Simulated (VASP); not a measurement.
Runs of VASP 6.6.1 on SiC3. The structure is that of space group P-4m2 (No. 115), or close to it. The cells are those of the table. 

| task | cell | k mesh | cutoff (eV) | smearing | gap on the mesh (eV) | pressure (GPa) | relaxed volume (Å³/atom) | largest force (eV/Å) |
| --- | --- | --- | --- | --- | --- | --- | --- | --- |
| relaxation of cell and atoms | relaxed from a = 2.805, b = 2.805, c = 4.112 Å, 4 atoms | 10 × 10 × 8 | 600 | gaussian 0.02 eV | 1.37 | 0.0 | 8.07 | 0.01 |
| single point | a = 3.360, b = 3.360, c = 4.752 Å, 4 atoms | 6 × 6 × 4 | 520 | gaussian 0.1 eV | 0.42 | -45.2 | - | (a) |
| single point | a = 2.803, b = 2.803, c = 4.112 Å, 4 atoms | 10 × 10 × 8 | 520 | gaussian 0.02 eV | (b) | 0.0 | - | 0.02 |
| relaxation of cell and atoms | relaxed from a = 3.360, b = 3.360, c = 4.752 Å, 4 atoms | 6 × 6 × 4 | 600 | gaussian 0.1 eV | 1.60 | 0.0 | 8.07 | - |
| single point | a = 2.805, b = 2.805, c = 4.112 Å, 4 atoms | 6 × 6 × 4 | 520 | gaussian 0.1 eV | 1.60 | -0.3 | - | 0.02 |

Alike in all rows: level PBE; potentials or basis VASP PAW PBE potentials, release 64 (Si, C); no spin polarisation.

Fill in the values left out.

(a) 0.89; (b) 1.36.

Caveats: the volume moved by over 15 % at a fixed basis, so the end points are rough (some runs).

A k mesh can miss the band edges.
